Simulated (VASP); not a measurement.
Set up this calculation in VASP 6.6.1, as the native input.

```
Task                   : relaxation of shape and atoms at fixed volume
Functional             : PBE
Potentials or basis    : VASP PAW PBE potentials, release 64 (Ga_d)
Cutoff                 : 600 eV
k mesh                 : 17 × 17 × 15
Occupations            : fermi-dirac, width 0.05 eV
Spin                   : no spin polarisation
Dipole correction      : no
Further INCAR settings : ALGO = Normal; EDIFF = 1e-06; IBRION = 2; EDIFFG = -0.005; NSW = 50; ISIF = 4
```

The structure of Ga lies in POSCAR:

```
Ga
1.0
    2.1910049955      0.0000000000      0.0000000000
   -1.0955024978      1.8974659860      0.0000000000
    0.0000000000      0.0000000000      2.0975200117
Ga
1
Direct
    0.0000000000      0.0000000000      0.0000000000
```

One way to write it, as run:

INCAR

```
PREC = Accurate
ENCUT = 600
EDIFF = 1E-6
ISMEAR = -1
SIGMA = 0.05
LREAL = False
LASPH = True
NELM = 100
ALGO = Normal
ISIF = 4
LWAVE = False
LCHARG = False
GGA = PE
IBRION = 2
NSW = 50
EDIFFG = -0.005
```

KPOINTS

```
regular mesh
0
Gamma
  17 17 15
```

Potentials or basis: VASP PAW PBE potentials, release 64 (Ga_d).

Command:

```sh
$ cat potpaw_PBE.64/Ga_d/POTCAR > POTCAR
$ mpirun -np 1 vasp_std > vasp.out
```

Results of the run:

```yaml
Energy_gained_by_relaxing: 3.5 meV/atom
Ionic_steps: 4
Pressure_after_relaxing: 276.2 GPa
```

Wall time 44 s on 1 thread of Intel(R) Xeon(R) Platinum 8488C (Sapphire Rapids), on a shared host, peak memory 0.15 GiB.
